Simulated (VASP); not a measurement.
A run of VASP 6.6.1 is set up as follows.

File INCAR:

```
SYSTEM = GaN
PREC = Accurate
ENCUT = 520
EDIFF = 1E-7
ISMEAR = 0
SIGMA = 0.01
LREAL = .False.
LASPH = .True.
NELM = 100
ALGO = Normal
ISIF = 2
LWAVE = .False.
LCHARG = .False.
GGA = CA
NBANDS = 16
```

File KPOINTS:

```
Automatic mesh
0
Gamma
  10 10 10
  0 0 0
```

File POSCAR:

```
GaN
1.0
    0.0000000000      2.2277045316      2.2277045316
    2.2277045316      0.0000000000      2.2277045316
    2.2277045316      2.2277045316      0.0000000000
Ga N
1 1
Direct
    0.0000000000      0.0000000000      0.0000000000
    0.2500000000      0.2500000000      0.2500000000
```

Potentials or basis: VASP PAW LDA potentials, release 64 (Ga_d, N).

Launch:

```bash
$ cat potpaw_LDA.64/Ga_d/POTCAR potpaw_LDA.64/N/POTCAR > POTCAR
$ mpirun -np 1 vasp_std > vasp.out
```

(1) What does it give for the band gap on the k mesh?

(2) Predict the pressure.

## Answers

(1) 1.97 eV, direct.

(2) 1.1 GPa.
